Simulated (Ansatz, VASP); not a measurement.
Y in VASP and in Ansatz

```xyz
3
Lattice="5.5717 0.0000 0.0000 -2.7859 4.8252 0.0000 0.0000 0.0000 3.4774" Properties=species:S:1:pos:R:3 pbc="T T T"
Y     5.5717    0.0000    3.4774
Y     0.0000    3.2168    1.7387
Y     2.7859    1.6084    1.7387
```

Alike in both runs: task single point; functional RPBE; k mesh 7 × 7 × 10; occupations fermi-dirac, width 0.1 eV; no spin polarisation.

|  | VASP | Ansatz |
| --- | --- | --- |
| version | VASP 6.6.1 | Ansatz 0.2.0 |
| potentials or method | VASP PAW PBE potentials, release 64 (Y_sv), cutoff 520 eV | plane waves (420 eV) with PAW, scalar-relativistic |
| valence electrons in the cell | 33 | 33 |

|  | VASP | Ansatz | Ansatz less VASP |
| --- | --- | --- | --- |
| pressure (GPa) | 3.4 | 3.5 | +0.11 |
| traceless stress, the component that is largest in VASP (GPa) | -0.14 | -0.14 | +0.004 |

VASP's potentials were made for PBE, not for RPBE. With one functional, cell and mesh, what is left measures potentials, basis and numerics.
